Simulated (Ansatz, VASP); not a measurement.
## Two plane-wave programs on Hf3GeRu

```
Hf Ge Ru
1.0
     4.86577    0.00000    0.00000
     0.00000    4.86577    0.00000
     0.00000    0.00000    4.86577
Hf Ge Ru
3 1 1
Direct
  0.50000 0.00000 0.00000
  0.00000 0.50000 0.00000
  0.00000 0.00000 0.50000
  0.00000 0.00000 0.00000
  0.50000 0.50000 0.50000
```

Change from the starting cell: species swapped into the KTaO3 type (Pm-3m, No. 221).

Alike in both runs: functional PBE; k mesh 4 × 4 × 4; occupations gaussian, width 0.1 eV; no spin polarisation.

Ansatz relaxed the structure, and its values are those at the end. VASP's run is a single point on that final structure, the one shown.

```csv
,VASP,Ansatz
version,VASP 6.6.1,Ansatz 0.2.0
potentials or method,"VASP PAW PBE potentials, release 64 (Hf_pv, Ge_d, Ru_pv), cutoff 520 eV","scalar-relativistic, plane waves, PAW"
valence electrons in the cell,58,108
```

|  | VASP | Ansatz | Ansatz less VASP |
| --- | --- | --- | --- |
| gap on the k mesh at the Fermi level (eV) | none | none | - |
| pressure (GPa) | -0.4 | 0.0 | +0.39 |

A gap of «none» marks a metal or a gap that the smearing closes. The functional is the same, so the differences come from potentials, cutoffs and numerics. VASP's potentials hold 58 valence electrons a cell and Ansatz's 108, so a difference there can come from the potentials and not from the codes.

Spin-orbit coupling is off throughout.
